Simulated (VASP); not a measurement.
Write the native input for VASP 6.6.1 that does the following.

| Quantity | Value |
| --- | --- |
| Task | single point |
| Functional | PBE |
| Potentials or basis | VASP PAW PBE potentials, release 64 (Sn_d) |
| Cutoff | 520 eV |
| k mesh | 19 × 19 × 19 |
| Occupations | fermi-dirac, width 0.1 eV |
| Spin | no spin polarisation |
| Dipole correction | no |
| Further INCAR settings | ALGO = Normal; EDIFF = 1e-07; NBANDS = 13 |

The structure of Sn lies in POSCAR:

```
Sn
1.0
   -1.9035740482      1.9035740482      1.9035740482
    1.9035740482     -1.9035740482      1.9035740482
    1.9035740482      1.9035740482     -1.9035740482
Sn
1
Direct
    0.0000000000      0.0000000000      0.0000000000
```

This isn't the form of Sn at room conditions, which is tetragonal (white tin).

One way to write it, as run:

INCAR

```
ALGO = Normal
EDIFF = 1E-7
ENCUT = 520
GGA = PE
ISIF = 2
ISMEAR = -1
LASPH = True
LCHARG = False
LREAL = False
LWAVE = False
NBANDS = 13
NELM = 100
PREC = Accurate
SIGMA = 0.1
```

KPOINTS

```
k-points
0
Gamma
  19 19 19
```

Potentials or basis: VASP PAW PBE potentials, release 64 (Sn_d).

The run is started by

```sh
$ cat potpaw_PBE.64/Sn_d/POTCAR > POTCAR
$ mpirun -np 1 vasp_std > vasp.out
```

It gave:

```json
{"Pressure": "0.1 GPa", "Band gap on the k mesh": "zero (bands 7 and 8 overlap by 10.18 eV)"}
```

Caveat: spin-orbit coupling is left out, which moves the levels of the heavy elements.

It took 2 min on 1 thread of Intel Xeon 8259CL (shared host), peak memory 0.21 GiB.
